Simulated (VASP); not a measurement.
Here is a VASP 6.6.1 calculation.

File INCAR:

```
  PREC = Accurate
  ENCUT = 520
  EDIFF = 1E-6
  ISMEAR = -1
  SIGMA = 0.1
  LREAL = F
  LASPH = T
  NELM = 60
  ALGO = Normal
  ISIF = 2
  LWAVE = F
  LCHARG = T
  GGA = PS
  LELF = T
  LVHAR = T
  NBANDS = 21
```

The input KPOINTS:

```
Automatic mesh
0
Gamma
  12 12 7
```

File POSCAR:

```
Ge
1.0
    1.4774301472     -2.6481668601      0.0000000000
    1.4774301472      2.6481668601      0.0000000000
    0.0000000000      0.0000000000      4.6859854663
Ge
2
Direct
    0.6526300581      0.3473699419      0.2500000000
    0.3473699419      0.6526300581      0.7500000000
```

Potentials or basis: VASP PAW PBE potentials, release 64 (Ge_d).

Command:

```console
$ cat potpaw_PBE.64/Ge_d/POTCAR > POTCAR
$ mpirun -np 1 vasp_std > vasp.out
```

(1) What does it give for the band gap on the k mesh?

(2) Predict the pressure.

Results:

(1) zero (bands 14 and 15 overlap by 9.10 eV).

(2) 0.0 GPa.

Caveat: the PAW data sets were made with another functional, which shifts forces and pressure a little.
